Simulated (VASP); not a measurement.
TiO: single point with PBEsol

TiO:

```
CELL_PARAMETERS angstrom
4.98909 0.00000 0.00000
-2.49454 4.32068 0.00000
0.00000 0.00000 2.87331
ATOMIC_POSITIONS crystal
Ti 0.66667 0.33333 0.50000
Ti 0.33333 0.66667 0.50000
Ti 0.00000 0.00000 0.00000
O 0.60556 0.60556 0.00000
O 0.39444 0.00000 0.00000
O 0.00000 0.39444 0.00000
```

```yaml
Program: VASP 6.6.1
Task: single point
Functional: PBEsol
Potentials_or_basis: VASP PAW PBE potentials, release 64 (Ti_sv, O)
Cutoff: 520 eV
k_mesh: 12 × 12 × 12
Occupations: gaussian, width 0.1 eV
Spin: no spin polarisation
```

```
Pressure               : -5.0 GPa
Largest force          : 0.018 eV/Å
Band gap on the k mesh : zero (bands 27 and 28 overlap by 1.41 eV)
```

Forces in eV/Å, atoms in the order of the input:
```
Ti   0.000  0.000  0.000
Ti   0.000  0.000  0.000
Ti   0.000  0.000  0.000
O    0.009  0.016  0.000
O   -0.018  0.000  0.000
O    0.009 -0.016  0.000
```

Stress tensor (GPa, compression positive):
```
-4.35  0.00  0.00
 0.00 -4.35  0.00
 0.00  0.00 -6.41
```

Levels at points of the mesh, in eV from the Fermi level:
```csv
k point,band 23,band 24,band 25,band 26,band 27,band 28,band 29,band 30,band 31,band 32
"(0.00, 0.00, 0.00)",-5.88,-5.55,-3.44,-0.86,-0.85,-0.85,0.26,0.26,0.75,0.75
"(0.50, 0.00, 0.00)",-6.03,-5.25,-2.52,-2.10,-1.81,0.33,0.86,1.07,1.33,1.33
"(0.00, 0.00, 0.50)",-5.73,-5.73,-1.98,-1.98,0.56,0.99,0.99,1.14,1.14,1.79
"(0.50, 0.00, 0.50)",-6.44,-5.40,-2.03,-1.45,-0.56,0.46,0.60,1.55,1.58,1.80
```

Run time: 3.6 min on 1 thread of AMD EPYC 9R45 96-Core Processor (Zen 5) (shared host), peak memory 0.32 GiB.

Caveat: the cell stands under tension; the PAW data sets were made with another functional, which shifts forces and pressure a little; semilocal functionals often make such compounds metallic where correlation or magnetic order opens a gap, which also shifts bond lengths.
